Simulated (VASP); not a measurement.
A run of VASP 6.6.1:

INCAR

```
SYSTEM = Pt
PREC = Accurate
ENCUT = 520
EDIFF = 1E-6
ISMEAR = 0
SIGMA = 0.15
LREAL = .FALSE.
LASPH = .TRUE.
NELM = 80
ALGO = Normal
ISIF = 2
LWAVE = .FALSE.
LCHARG = .FALSE.
GGA = PS
NBANDS = 17
```

File KPOINTS:

```
Automatic mesh
0
G
  18 18 10
  0 0 0
```

The input POSCAR:

```
Pt
1.0
    2.8710922404      0.0000000000      0.0000000000
   -1.4355461202      2.4864388168      0.0000000000
    0.0000000000      0.0000000000      4.6004486400
Pt
2
Direct
    0.6666666667      0.3333333333      0.7500000000
    0.3333333333      0.6666666667      0.2500000000
```

Potentials or basis: VASP PAW PBE potentials, release 64 (Pt).

Command:

```sh
$ cat potpaw_PBE.64/Pt/POTCAR > POTCAR
$ mpirun -np 1 vasp_std > vasp.out
```

Hardware: 1 thread of Intel(R) Xeon(R) 6975P-C (Granite Rapids) (shared host).

**Question.** How long does it take, and how much memory?

**Answer.** Run time: 37 s on 1 thread of Intel(R) Xeon(R) 6975P-C (Granite Rapids), on a shared host, peak memory 0.23 GiB. Counts: scf iterations 11, k points 222.
